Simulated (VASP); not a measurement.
C: single point with r2SCAN

Crystal: C.

```xyz
3
Lattice="1.3145 0.7589 6.3527 -1.3145 0.7589 6.3527 0.0000 -1.5178 6.3527" Properties=species:S:1:pos:R:3 pbc="T T T"
C     0.0000    0.0000    0.0000
C     0.0000    0.0000    4.2351
C     0.0000    0.0000   14.8230
```

```json
{
 "Program": "VASP 6.6.1",
 "Task": "single point",
 "Functional": "r2SCAN",
 "Potentials or basis": "VASP PAW PBE potentials, release 64 (C)",
 "Cutoff": "520 eV",
 "k mesh": "9 × 9 × 9",
 "Occupations": "gaussian, width 0.1 eV",
 "Spin": "no spin polarisation"
}
```

```
Pressure               : -30.4 GPa
Largest force          : 0.134 eV/Å
Band gap on the k mesh : zero (bands 6 and 7 overlap by 5.75 eV)
```

Forces in eV/Å, atoms in the order of the input:
```
C    0.000  0.000  0.000
C    0.000  0.000  0.134
C    0.000  0.000 -0.134
```

Stress tensor (GPa, compression positive):
```
-30.30   0.00   0.00
  0.00 -30.30   0.00
  0.00   0.00 -30.59
```

Levels at points of the mesh, in eV from the Fermi level:
| k point | band 4 | band 5 | band 6 | band 7 | band 8 | band 9 |
| --- | --- | --- | --- | --- | --- | --- |
| (0.00, 0.00, 0.00) | -1.48 | -1.47 | 3.99 | 3.99 | 4.00 | 4.00 |

Run time: 6.2 min on 1 thread of Intel(R) Xeon(R) 6975P-C (Granite Rapids), with other jobs on the host, peak memory 0.37 GiB.

Caveat: the cell stands under tension; the PAW data sets were made with another functional, which shifts forces and pressure a little.
